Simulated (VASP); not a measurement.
Here is a VASP 6.6.1 calculation.

INCAR

```
SYSTEM = CdS
  ALGO = Normal
  EDIFF = 1E-7
  EDIFFG = -0.005
  ENCUT = 600
  GGA = PE
  IBRION = 2
  ISIF = 3
  ISMEAR = -1
  LASPH = .TRUE.
  LCHARG = .FALSE.
  LREAL = .FALSE.
  LWAVE = .FALSE.
  NELM = 60
  NSW = 32
  PREC = Accurate
  PSTRESS = 150.0
  SIGMA = 0.1
```

KPOINTS

```
k-points
0
G
  12 12 12
  0 0 0
```

POSCAR

```
CdS
1.0
    0.0000000000      2.7868851826      2.7868851826
    2.7868851826      0.0000000000      2.7868851826
    2.7868851826      2.7868851826      0.0000000000
Cd S
1 1
Direct
    0.0000000000      0.0000000000      0.0000000000
    0.2500000000      0.2500000000      0.2500000000
```

Potentials or basis: VASP PAW PBE potentials, release 64 (Cd, S).

Run with:

```console
$ cat potpaw_PBE.64/Cd/POTCAR potpaw_PBE.64/S/POTCAR > POTCAR
$ mpirun -np 1 vasp_std > vasp.out
```

(1) Estimate the relaxed cell.

(2) Estimate the relaxed volume.

(3) Estimate the space group after relaxing (to 0.05 Å).

Answers

(1) a = 3.948 Å, b = 3.948 Å, c = 3.948 Å, α = 60.00°, β = 60.00°, γ = 60.00°.

(2) 21.76 Å³/atom.

(3) F-43m (No. 216).

Caveat: the cell is relaxed towards a set pressure, so the enthalpy falls and the energy may rise.
